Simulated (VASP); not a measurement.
Sb:

```
Sb
1.0
     3.13879    0.00000    0.00000
     0.00000    3.13879    0.00000
     0.00000    0.00000    3.13879
Sb
1
Direct
  0.00000 0.00000 0.00000
```

This cell differs from its parent crystal: volume scaled by 0.98.

Base run:

```yaml
Program: VASP 6.6.1
Functional: PBEsol
Potentials_or_basis: VASP PAW PBE potentials, release 64 (Sb)
Cutoff: 520 eV
k_mesh: 8 × 8 × 8
Occupations: fermi-dirac, width 0.05 eV
Spin: no spin polarisation
```

Its results: pressure -3.7 GPa.

**Question.** The run is repeated on the same cell with these changes: functional from PBEsol to PBE0; k mesh from 8 × 8 × 8 to 4 × 4 × 4. What comes out?

**Answer.** Pressure -5.9 GPa.

Several settings changed at once, so the effect can't be laid on one alone.

Caveats: some runs use coarse meshes; the PAW data sets were made with another functional, which shifts forces and pressure a little.
